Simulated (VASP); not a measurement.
# Ni2N (P4/mmm) in VASP: further runs, part 2 of 2

VASP 6.6.1.

### 4 Single point, PBE

This run uses another cell than the first one, of 11.76 Å³/atom.

File INCAR:

```
SYSTEM = Ni2N
ALGO = Normal
EDIFF = 1E-7
ENCUT = 520
GGA = PE
ISIF = 2
ISMEAR = 0
LASPH = .True.
LCHARG = .False.
LREAL = .False.
LWAVE = .False.
NBANDS = 20
NELM = 100
PREC = Accurate
SIGMA = 0.1
```

File KPOINTS:

```
k-points
0
Gamma
  14 14 16
  0 0 0
```

File POSCAR:

```
Ni2N
1.0
    3.5801698271      0.0000000000      0.0000000000
    0.0000000000      3.5801698271      0.0000000000
    0.0000000000      0.0000000000      2.7516230379
Ni N
2 1
Direct
    0.0000000000      0.5000000000      0.0000000000
    0.5000000000      0.0000000000      0.0000000000
    0.0000000000      0.0000000000      0.0000000000
```

Potentials or basis: VASP PAW PBE potentials, release 64 (Ni, N).

The run is started by

```
$ cat potpaw_PBE.64/Ni/POTCAR potpaw_PBE.64/N/POTCAR > POTCAR
$ mpirun -np 1 vasp_std > vasp.out
```

OUTCAR:

```text
SYSTEM = Ni2N
   EDIFF = 1E-7
   ENCUT = 520
   GGA = PE
   ISIF = 2
   ISMEAR = 0
   LASPH = .True.
   LREAL = .False.
   NELM = 100
   PREC = Accurate

 ion  position               nearest neighbor table
   1  0.000  0.500  0.000-   3 1.79   3 1.79   2 2.53   2 2.53   2 2.53   2 2.53
   2  0.500  0.000  0.000-   3 1.79   3 1.79   1 2.53   1 2.53   1 2.53   1 2.53
   3  0.000  0.000  0.000-   1 1.79   2 1.79   1 1.79   2 1.79

  LATTYP: Found a simple tetragonal cell.
 ALAT       =     3.5801698271
 C/A-ratio  =     0.7685733277

  Lattice vectors:

 A1 = (   3.5801698271,   0.0000000000,   0.0000000000)
 A2 = (   0.0000000000,   3.5801698271,   0.0000000000)
 A3 = (   0.0000000000,   0.0000000000,   2.7516230379)

Analysis of symmetry for initial positions (statically):
=====================================================================
 Subroutine PRICEL returns:
 Original cell was already a primitive cell.

 Routine SETGRP: Setting up the symmetry group for a
 simple tetragonal supercell.

 Subroutine GETGRP returns: Found 16 space group operations
[... 161 lines left out ...]
  ---------------------------------------------------
  ext. energy  EPLUGINS =         0.00000000
  ---------------------------------------------------
  free energy    TOTEN  =       -18.21032313 eV

  energy without entropy =      -18.19413090  energy(sigma->0) =      -18.20222701

 E-fermi :   6.2355     XC(G=0): -11.6362

 val. band max:        6.2346016373   @ k =   0.2857   0.0714   0.3750
 cond. band min:       6.2360143205   @ k =   0.4286   0.0000   0.3750
 fundamental gap:      0.0014126831
 Fermi energy:         6.2355449415

 k-point     1 :       0.0000    0.0000    0.0000
  band No.  band energies     occupation
      1     -10.5529      2.00000
      2       1.3708      2.00000
      3       1.8283      2.00000
      4       1.8283      2.00000
      5       2.6861      2.00000
      6       3.6035      2.00000
[... 541 lines left out ...]
     19      21.2392      0.00000
     20      22.4499      0.00000

 [... further k-points ...]
[... 5 lines left out ...]
  --------------------------------------------------------------------------------------
  -------------------------------------------------------------------------------------
  Total        0.1333007      0.1333007     -0.0473751      0.0000000     -0.0000000      0.0000000
  in kB        6.0554577      6.0554577     -2.1521122      0.0000000     -0.0000000      0.0000000
  external PRESSURE =       3.3196011 kB  Pullay stress =       0.0000000 kB

 VOLUME and BASIS-vectors are now :
 -----------------------------------------------------------------------------
  energy-cutoff  :      520.00
  volume of cell :       35.27
      direct lattice vectors                 reciprocal lattice vectors
     3.580169827  0.000000000  0.000000000     0.279316359  0.000000000  0.000000000
     0.000000000  3.580169827  0.000000000     0.000000000  0.279316359  0.000000000
     0.000000000  0.000000000  2.751623038     0.000000000  0.000000000  0.363421874

 POSITION                                       TOTAL-FORCE (eV/Angst)
 -----------------------------------------------------------------------------------
      0.00000      1.79008      0.00000         0.000000      0.000000      0.000000
      1.79008      0.00000      0.00000         0.000000      0.000000      0.000000
      0.00000      0.00000      0.00000         0.000000      0.000000      0.000000
 -----------------------------------------------------------------------------------
    total drift:                                0.000000      0.000000     -0.000000

  FREE ENERGIE OF THE ION-ELECTRON SYSTEM (eV)
  ---------------------------------------------------
  free  energy   TOTEN  =       -18.2103231349 eV

  energy  without entropy=      -18.1941308951  energy(sigma->0) =      -18.20222701
```

OSZICAR:

```text
N       E                     dE             d eps       ncg     rms          rms(c)
DAV:   1     0.147147479855E+03    0.14715E+03   -0.11704E+04 13048   0.160E+03
DAV:   2    -0.975891687638E+01   -0.15691E+03   -0.14641E+03 13284   0.292E+02
DAV:   3    -0.228203234892E+02   -0.13061E+02   -0.12618E+02 14420   0.960E+01
DAV:   4    -0.230997303884E+02   -0.27941E+00   -0.27854E+00 14472   0.146E+01
DAV:   5    -0.231048366149E+02   -0.51062E-02   -0.51057E-02 14804   0.192E+00    0.229E+01
DAV:   6    -0.244477544264E+02   -0.13429E+01   -0.41273E+01 16360   0.122E+02    0.245E+01
DAV:   7    -0.182264956505E+02    0.62213E+01   -0.19732E+01 14960   0.820E+01    0.592E+00
DAV:   8    -0.182208098715E+02    0.56858E-02   -0.10957E+00 14116   0.898E+00    0.206E+00
DAV:   9    -0.182109348096E+02    0.98751E-02   -0.36115E-02 19924   0.231E+00    0.467E-01
DAV:  10    -0.182103383763E+02    0.59643E-03   -0.39752E-03 15160   0.721E-01    0.247E-01
DAV:  11    -0.182103740591E+02   -0.35683E-04   -0.64791E-04 15772   0.223E-01    0.930E-02
DAV:  12    -0.182103270633E+02    0.46996E-04   -0.11885E-04 16948   0.145E-01    0.309E-02
DAV:  13    -0.182103274562E+02   -0.39295E-06   -0.29888E-05 19764   0.101E-01    0.193E-02
DAV:  14    -0.182103234314E+02    0.40248E-05   -0.69600E-06 19660   0.471E-02    0.257E-03
DAV:  15    -0.182103231956E+02    0.23585E-06   -0.69208E-07 14300   0.677E-03    0.110E-03
DAV:  16    -0.182103231349E+02    0.60705E-07   -0.32826E-08  7928   0.260E-03
   1 F= -.18210323E+02 E0= -.18202227E+02  d E =-.161922E-01
```

stdout:

```text
POSCAR found type information on POSCAR NiN
 POSCAR found :  2 types and       3 ions
 scaLAPACK will be used
 LDA part: xc-table for (Slater+PW92), standard interpolation
 POSCAR, INCAR and KPOINTS ok, starting setup
 FFT: planning ... GRIDC
 FFT: planning ... GRID_SOFT
 FFT: planning ... GRID
 WAVECAR not read
 entering main loop
```

Run time: 84 s. Hardware: 1 thread of Intel Xeon 6975P-C (Granite Rapids), shared host; peak memory 0.3 GiB.

Results:

```yaml
Free_energy: -18.2103 eV
Pressure: 0.3 GPa
Band_gap_on_the_k_mesh: zero (an odd number of electrons rules out a gap without spin polarisation)
```

Caveat: the run has no spin polarisation, though such a crystal can be magnetic. Spin polarisation is off, so any magnetic state and its effect on volume and gap are missing.
